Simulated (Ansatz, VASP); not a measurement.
**SnSe in VASP and in Ansatz**

The input INCAR:

```
  PREC = Accurate
  ENCUT = 520
  EDIFF = 1E-6
  ISMEAR = 0
  SIGMA = 0.05
  LREAL = False
  LASPH = True
  NELM = 80
  ALGO = Normal
  ISIF = 2
  LWAVE = False
  LCHARG = False
  NBANDS = 17
```

KPOINTS

```
regular mesh
0
Gamma
  8 8 8
```

File POSCAR:

```
SnSe
1.0
    0.0000000000      2.9466477701      2.9466477701
    2.8729815758      0.0000000000      2.9466477701
    2.8729815758      2.9466477701      0.0000000000
Sn Se
1 1
Direct
    0.0000000000      0.0000000000      0.0000000000
    0.5000000000      0.5000000000      0.5000000000
```

Input for Ansatz:

```yaml
crystal:
  lattice:
    - [0.0, 2.9466477701, 2.9466477701]
    - [2.8729815758, 0.0, 2.9466477701]
    - [2.8729815758, 2.9466477701, 0.0]
  atoms:
    - { symbol: Sn, position: [0.0, 0.0, 0.0] }
    - { symbol: Se, position: [0.5, 0.5, 0.5] }
basis:
  ecutwfc: 420
kpoints:
  mp_grid: { grid: [8, 8, 8] }
hamiltonian:
  xc: lda
scf:
  occupations: { method: gaussian, width: 0.05 }
output:
  forces: true
  stress: true
  eigenvalues: true
```

Change from the starting cell: strain -0.0250 x Voigt [1, 0, 0, 0, 0, 0], atoms carried along.

Alike in both runs: task single point; functional LDA; k mesh 8 × 8 × 8; occupations gaussian, width 0.05 eV; no spin polarisation.

|  | VASP | Ansatz |
| --- | --- | --- |
| version | VASP 6.6.1 | Ansatz 0.2.0 |
| potentials or method | VASP PAW LDA potentials, release 64 (Sn_d, Se), cutoff 520 eV | scalar-relativistic, plane waves, PAW |
| valence electrons in the cell | 20 | 30 |

```tsv
	VASP	Ansatz	Ansatz less VASP
gap on the k mesh at the Fermi level (eV)	0.69	0.70	+0.010
least direct gap on the mesh (eV)	0.85	0.86	+0.004
pressure (GPa)	1.9	1.7	-0.15
traceless stress, the component that is largest in VASP (GPa)	2.85	2.83	-0.021
```

LDA's correlation is that of Perdew and Zunger in VASP and of Perdew and Wang (1992) in Ansatz. VASP's potentials hold 20 valence electrons a cell and Ansatz's 30, so a difference there can come from the potentials and not from the codes.
